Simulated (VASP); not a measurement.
# HfC (Fm-3m) in VASP: further runs, part 2 of 2

VASP 6.6.1.

### 5 Single point, PBEsol (11.86 Å³/atom)

This run uses another cell than the first one, of 11.86 Å³/atom.

INCAR

```
SYSTEM = HfC
  PREC = Accurate
  ENCUT = 520
  EDIFF = 1E-6
  ISMEAR = 0
  SIGMA = 0.1
  LREAL = .FALSE.
  LASPH = .TRUE.
  NELM = 60
  ALGO = Normal
  ISIF = 2
  LWAVE = .FALSE.
  LCHARG = .FALSE.
  GGA = PS
  NBANDS = 14
```

KPOINTS

```
Automatic mesh
0
G
  16 16 16
  0 0 0
```

POSCAR

```
HfC
1.0
    0.0000000000      2.2803895017      2.2803895017
    2.2803895017      0.0000000000      2.2803895017
    2.2803895017      2.2803895017      0.0000000000
Hf C
1 1
Direct
    0.5000000000      0.5000000000      0.5000000000
    0.0000000000      0.0000000000      0.0000000000
```

Potentials or basis: VASP PAW PBE potentials, release 64 (Hf_pv, C).

On the command line:

```console
> cat potpaw_PBE.64/Hf_pv/POTCAR potpaw_PBE.64/C/POTCAR > POTCAR
> mpirun -np 1 vasp_std > vasp.out
```

OUTCAR:

```text
SYSTEM = HfC
   PREC = Accurate
   ENCUT = 520
   EDIFF = 1E-6
   ISMEAR = 0
   LREAL = .FALSE.
   LASPH = .TRUE.
   NELM = 60
   ISIF = 2
   GGA = PS

 ion  position               nearest neighbor table
   1  0.500  0.500  0.500-   2 2.28   2 2.28   2 2.28   2 2.28   2 2.28   2 2.28
   2  0.000  0.000  0.000-   1 2.28   1 2.28   1 2.28   1 2.28   1 2.28   1 2.28

  LATTYP: Found a face centered cubic cell.
 ALAT       =     4.5607790034

  Lattice vectors:

 A1 = (   0.0000000000,   2.2803895017,   2.2803895017)
 A2 = (   2.2803895017,   0.0000000000,   2.2803895017)
 A3 = (   2.2803895017,   2.2803895017,   0.0000000000)

Analysis of symmetry for initial positions (statically):
=====================================================================
 Subroutine PRICEL returns:
 Original cell was already a primitive cell.

 Routine SETGRP: Setting up the symmetry group for a
 face centered cubic supercell.

 Subroutine GETGRP returns: Found 48 space group operations
 (whereof 48 operations were pure point group operations)
 out of a pool of 48 trial point group operations.

The static configuration has the point symmetry O_h .

Analysis of symmetry for dynamics (positions and initial velocities):
=====================================================================
 Subroutine PRICEL returns:
 Original cell was already a primitive cell.

 Routine SETGRP: Setting up the symmetry group for a
 face centered cubic supercell.

 Subroutine GETGRP returns: Found 48 space group operations
 (whereof 48 operations were pure point group operations)
 out of a pool of 48 trial point group operations.

The dynamic configuration has the point symmetry O_h .

 Subroutine INISYM returns: Found 48 space group operations
 (whereof 48 operations are pure point group operations),
 and found     1 'primitive' translations

----------------------------------------------------------------------------------------

                                     Primitive cell

  volume of cell :      23.7169

  direct lattice vectors                    reciprocal lattice vectors
     0.000000000  2.280389502  2.280389502    -0.219260788  0.219260788  0.219260788
     2.280389502  0.000000000  2.280389502     0.219260788 -0.219260788  0.219260788
[... 123 lines left out ...]
 number of electron      14.0000000 magnetization

 Free energy of the ion-electron system (eV)
  ---------------------------------------------------
  ext. energy  EPLUGINS =         0.00000000
  ---------------------------------------------------
  free energy    TOTEN  =       -22.17886032 eV

  energy without entropy =      -22.17662580  energy(sigma->0) =      -22.17774306

 E-fermi :   6.2362     XC(G=0): -12.7090

 val. band max:        6.2336040575   @ k =   0.1250   0.0625   0.0000
 cond. band min:       6.2362754553   @ k =   0.3125   0.2500   0.0000
 fundamental gap:      0.0026713978
 Fermi energy:         6.2362342124

 k-point     1 :       0.0000    0.0000    0.0000
  band No.  band energies     occupation
      1     -22.9579      2.00000
      2     -22.9579      2.00000
      3     -22.9579      2.00000
      4      -6.3230      2.00000
      5       7.3196      0.00000
      6       7.3196      0.00000
      7       7.3196      0.00000
      8       7.6168      0.00000
      9       7.6168      0.00000
     10       7.6168      0.00000
     11       9.8037      0.00000
     12       9.8037      0.00000
     13      13.7954      0.00000
     14      17.3751      0.00000
[... 377 lines left out ...]
      1     -23.0418      2.00000
      2     -22.9806      2.00000
      3     -22.9601      2.00000
      4      -6.0362      2.00000
      5       5.8504      2.00000
      6       6.1482      1.78703
      7       6.2497      0.84881
      8       7.7891      0.00000
      9       8.5154      0.00000
     10       8.5220      0.00000
     11      10.4555      0.00000
     12      11.4063      0.00000
     13      14.3761      0.00000
     14      18.1576      0.00000

 [... further k-points ...]

------------------------ aborting loop because EDIFF is reached ----------------------------------------

  FORCE on cell =-STRESS in cart. coord.  units (eV):
  Direction    XX          YY          ZZ          XY          YZ          ZX
  --------------------------------------------------------------------------------------
  -------------------------------------------------------------------------------------
  Total        1.1567639      1.1567639      1.1567639     -0.0000000     -0.0000000      0.0000000
  in kB       78.1444606     78.1444606     78.1444606     -0.0000000     -0.0000000      0.0000000
  external PRESSURE =      78.1444606 kB  Pullay stress =       0.0000000 kB

 VOLUME and BASIS-vectors are now :
 -----------------------------------------------------------------------------
  energy-cutoff  :      520.00
  volume of cell :       23.72
      direct lattice vectors                 reciprocal lattice vectors
     0.000000000  2.280389502  2.280389502    -0.219260788  0.219260788  0.219260788
     2.280389502  0.000000000  2.280389502     0.219260788 -0.219260788  0.219260788
     2.280389502  2.280389502  0.000000000     0.219260788  0.219260788 -0.219260788

 POSITION                                       TOTAL-FORCE (eV/Angst)
 -----------------------------------------------------------------------------------
      2.28039      2.28039      2.28039         0.000000      0.000000      0.000000
      0.00000      0.00000      0.00000        -0.000000     -0.000000     -0.000000
 -----------------------------------------------------------------------------------
    total drift:                                0.000000     -0.000000      0.000000

  FREE ENERGIE OF THE ION-ELECTRON SYSTEM (eV)
  ---------------------------------------------------
  free  energy   TOTEN  =       -22.1788603190 eV

  energy  without entropy=      -22.1766258004  energy(sigma->0) =      -22.17774306
```

Run time: 34 s. Hardware: 1 thread of Intel Xeon 8259CL, shared host; peak memory 0.18 GiB.

What came out:

```
Free energy            : -22.1789 eV
Pressure               : 7.8 GPa
Band gap on the k mesh : zero (bands 7 and 8 overlap by 1.48 eV)
```

Levels at points of the mesh, in eV from the Fermi level:
```
           k point  band 5  band 6  band 7  band 8  band 9  band 10
(0.00, 0.00, 0.00)    1.08    1.08    1.08    1.38    1.38     1.38
(0.50, 0.00, 0.00)   -6.42   -3.17   -3.17    5.66    5.66     6.17
(0.50, 0.50, 0.00)   -2.49   -2.01    0.01    0.01    5.67     7.22
```

Caveat: the cell stands under pressure; the PAW data sets were made with another functional, which shifts forces and pressure a little; spin-orbit coupling is left out, which moves the levels of the heavy elements.

### 6 Single point, PBEsol

This run uses another cell than the first one, of 12.23 Å³/atom.

INCAR

```
PREC = Accurate
ENCUT = 520
EDIFF = 1E-6
ISMEAR = 0
SIGMA = 0.1
LREAL = F
LASPH = T
NELM = 60
ALGO = Normal
ISIF = 2
LWAVE = F
LCHARG = T
GGA = PS
LELF = T
LVHAR = T
NBANDS = 14
```

KPOINTS

```
regular mesh
0
Gamma
  16 16 16
```

POSCAR

```
HfC
1.0
    0.0000000000      2.3036603895      2.3036603895
    2.3036603895      0.0000000000      2.3036603895
    2.3036603895      2.3036603895      0.0000000000
Hf C
1 1
Direct
    0.5000000000      0.5000000000      0.5000000000
    0.0000000000      0.0000000000      0.0000000000
```

Potentials or basis: VASP PAW PBE potentials, release 64 (Hf_pv, C).

On the command line:

```console
> cat potpaw_PBE.64/Hf_pv/POTCAR potpaw_PBE.64/C/POTCAR > POTCAR
> mpirun -np 1 vasp_std > vasp.out
```

Wall time 32 s (1 thread of Intel Xeon 8259CL, shared host); peak memory 0.18 GiB.

It converged, with:

```yaml
Free_energy: -22.1957 eV
Pressure: -0.4 GPa
Band_gap_on_the_k_mesh: zero (bands 7 and 8 overlap by 1.46 eV)
```

Levels at points of the mesh, in eV from the Fermi level:
| k point | band 3 | band 4 | band 5 | band 6 | band 7 | band 8 | band 9 | band 10 | band 11 | band 12 |
| --- | --- | --- | --- | --- | --- | --- | --- | --- | --- | --- |
| (0.00, 0.00, 0.00) | -29.34 | -12.41 | 1.07 | 1.07 | 1.07 | 1.37 | 1.37 | 1.37 | 3.47 | 3.47 |
| (0.50, 0.00, 0.00) | -29.42 | -8.44 | -6.28 | -3.06 | -3.06 | 5.48 | 5.48 | 5.97 | 6.68 | 11.80 |
| (0.50, 0.50, 0.00) | -29.60 | -10.46 | -2.53 | -1.90 | -0.03 | -0.03 | 5.48 | 6.97 | 6.97 | 8.72 |

Caveat: the PAW data sets were made with another functional, which shifts forces and pressure a little; spin-orbit coupling is left out, which moves the levels of the heavy elements.

### 7 The runs side by side

| cell | gap on the mesh (eV) | pressure (GPa) |
| --- | --- | --- |
| a = 3.122 Å, angles 60.0°, 2 atoms | none | 41.4 |
| a = 3.157 Å, angles 60.0°, 2 atoms | none | 28.4 |
| a = 3.191 Å, angles 60.0°, 2 atoms | none | 17.3 |
| a = 3.225 Å, angles 60.0°, 2 atoms | none | 7.8 |
| a = 3.258 Å, angles 60.0°, 2 atoms | none | -0.4 |

Alike in all rows: task single point; level PBEsol; potentials or basis VASP PAW PBE potentials, release 64 (Hf_pv, C); no spin polarisation; k mesh 16 × 16 × 16; cutoff (eV) 520; smearing gaussian 0.1 eV.

Caveats: the PAW data sets were made with another functional, which shifts forces and pressure a little; spin-orbit coupling is left out, which moves the levels of the heavy elements; the cell stands under pressure (at least some runs).

Absolute energies hang on the potentials; compare differences alone.
